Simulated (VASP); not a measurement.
A run of VASP 6.6.1 is set up as follows.

File INCAR:

```
SYSTEM = MnO
  PREC = Accurate
  ENCUT = 520
  EDIFF = 1E-6
  ISMEAR = -1
  SIGMA = 0.05
  LREAL = .FALSE.
  LASPH = .TRUE.
  NELM = 150
  ALGO = Normal
  ISIF = 2
  LWAVE = .FALSE.
  LCHARG = .FALSE.
  ISPIN = 2
  MAGMOM = 1 0
  LORBIT = 11
  NUPDOWN = 1.0
  LMAXMIX = 4
  GGA = PE
  NBANDS = 20
```

KPOINTS

```
Automatic mesh
0
G
  9 9 9
  0 0 0
```

POSCAR

```
MnO
1.0
    0.0000000000      2.2220003300      2.2220003300
    2.2220003300      0.0000000000      2.2220003300
    2.2220003300      2.2220003300      0.0000000000
Mn O
1 1
Direct
    0.0000000000      0.0000000000      0.0000000000
    0.5000000000      0.5000000000      0.5000000000
```

Potentials or basis: VASP PAW PBE potentials, release 64 (Mn_pv, O).

The run is started by

```bash
$ cat potpaw_PBE.64/Mn_pv/POTCAR potpaw_PBE.64/O/POTCAR > POTCAR
$ mpirun -np 1 vasp_std > vasp.out
```

**Question.** Estimate the pressure.

**Answer.** -24.7 GPa.

Caveat: the total moment is fixed, so each spin has its own Fermi level; a cell with one magnetic atom can't hold antiferromagnetic order, which such compounds often take.
